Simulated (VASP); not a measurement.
A run of VASP 6.6.1 is set up as follows.

INCAR

```
SYSTEM = RbBr
PREC     = Accurate       ! precision mode
ENCUT    = 600            ! plane-wave cutoff, eV
EDIFF    = 1E-7           ! SCF threshold, eV
ISMEAR   = 0              ! smearing method
SIGMA    = 0.01           ! smearing width, eV
LREAL    = .False.        ! projectors in reciprocal space
LASPH    = .True.         ! aspherical terms in the spheres
NELM     = 100            ! most SCF steps
ALGO     = Normal         ! electronic algorithm
ISIF     = 3              ! what is computed and relaxed
LWAVE    = .False.        ! write WAVECAR
LCHARG   = .False.        ! write CHGCAR
GGA      = PS             ! functional
IBRION   = 2              ! ionic algorithm
NSW      = 100            ! ionic steps
EDIFFG   = -0.002         ! ionic threshold
PSTRESS  = 70.0
```

KPOINTS

```
regular mesh
0
Gamma
  6 6 6
  0 0 0
```

File POSCAR:

```
RbBr
1.0
    3.4249237590      3.4249237590      0.0000000000
   -3.4249237590      3.4249237590      0.0000000000
    0.0000000000      3.4249237590      3.4249237590
Rb Br
1 1
Direct
    0.0000000000      0.0000000000      0.0000000000
    0.5000000000      0.5000000000      0.0000000000
```

Potentials or basis: VASP PAW PBE potentials, release 64 (Rb_sv, Br).

Run with:

```console
$ cat potpaw_PBE.64/Rb_sv/POTCAR potpaw_PBE.64/Br/POTCAR > POTCAR
$ mpirun -np 1 vasp_std > vasp.out
```

Q: Estimate the space group after relaxing (to 0.05 Å).

A: Fm-3m (No. 225).

Q: Predict the relaxed volume.

A: 31.03 Å³/atom.

Q: Estimate the relaxed cell.

A: a = 4.444 Å, b = 4.444 Å, c = 4.444 Å, α = 60.00°, β = 60.00°, γ = 90.00°.

Q: Predict the band gap on the k mesh.

A: 4.91 eV, direct.

The path:
| step | energy change (eV) | largest force (eV/Å) | pressure (GPa) | volume (Å³) |
| --- | --- | --- | --- | --- |
| 1 | 0.0000 | 0.0000 | 0.00 | 80.35 |
| 2 | 0.3267 | 0.0000 | 7.33 | 61.62 |
| 3 | 0.3075 | 0.0000 | 7.01 | 62.05 |

Caveat: the cell is relaxed towards a set pressure, so the enthalpy falls and the energy may rise; the volume moved by over 15 % at a fixed basis, so the end points are rough; the PAW data sets were made with another functional, which shifts forces and pressure a little. Expect the measured gap to be larger: semilocal functionals such as PBEsol lack the derivative discontinuity.
